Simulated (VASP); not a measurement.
A run of VASP 6.6.1 is set up as follows.

File INCAR:

```
PREC = Accurate ; ENCUT = 520
EDIFF = 1E-6 ; ISMEAR = -1
SIGMA = 0.05 ; LREAL = False
LASPH = True ; NELM = 60
ALGO = Normal ; ISIF = 2
LWAVE = False ; LCHARG = False
GGA = RE ; NBANDS = 16
```

File KPOINTS:

```
Automatic mesh
0
Gamma
  10 10 10
```

The input POSCAR:

```
GaN
1.0
    0.0000000000      2.2831553320      2.2831553320
    2.2831553320      0.0000000000      2.2831553320
    2.2831553320      2.2831553320      0.0000000000
Ga N
1 1
Direct
    0.0000000000      0.0000000000      0.0000000000
    0.2500000000      0.2500000000      0.2500000000
```

Potentials or basis: VASP PAW PBE potentials, release 64 (Ga_d, N).

Command:

```sh
$ cat potpaw_PBE.64/Ga_d/POTCAR potpaw_PBE.64/N/POTCAR > POTCAR
$ mpirun -np 1 vasp_std > vasp.out
```

Question: Estimate the band gap on the k mesh.

Answer: 1.51 eV, direct.

Question: Predict the pressure.

Answer: 0.8 GPa.

Caveat: the PAW data sets were made with another functional, which shifts forces and pressure a little. As with any semilocal functional, this revPBE gap is likely too small.
